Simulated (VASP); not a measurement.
## Cr: single point with revPBE

Cr:

```
Cr
1.0
     2.25416    0.00000    0.00000
     0.00000    2.25416    0.00000
     0.00000    0.00000    2.25416
Cr
1
Cartesian
  0.0000 0.0000 0.0000
```

This cell differs from its parent crystal: volume scaled by 0.88.

| Item | Value |
| --- | --- |
| Program | VASP 6.6.1 |
| Task | single point |
| Functional | revPBE |
| Potentials or basis | VASP PAW PBE potentials, release 64 (Cr_pv) |
| Cutoff | 520 eV |
| k mesh | 15 × 15 × 15 |
| Occupations | fermi-dirac, width 0.1 eV |
| Spin | no spin polarisation |

- Pressure: 30.7 GPa
- Band gap on the k mesh: zero (band 6 reaches 12.43 eV, above the bottom of band 7 at 10.44 eV)

Levels at points of the mesh, in eV from the Fermi level:
| k point | band 2 | band 3 | band 4 | band 5 | band 6 | band 7 | band 8 | band 9 | band 10 | band 11 |
| --- | --- | --- | --- | --- | --- | --- | --- | --- | --- | --- |
| (0.00, 0.00, 0.00) | -42.41 | -42.41 | -7.75 | -3.66 | -3.66 | 2.87 | 2.87 | 2.87 | 7.67 | 21.06 |

It took 9.8 s on 1 thread of Intel(R) Xeon(R) Platinum 8259CL CPU @ 2.50GHz (Skylake/Cascade Lake), on a shared host, peak memory 0.13 GiB.

Caveat: the PAW data sets were made with another functional, which shifts forces and pressure a little; the run has no spin polarisation, though such a crystal can be magnetic. Spin polarisation is off, so any magnetic state and its effect on volume and gap are missing.
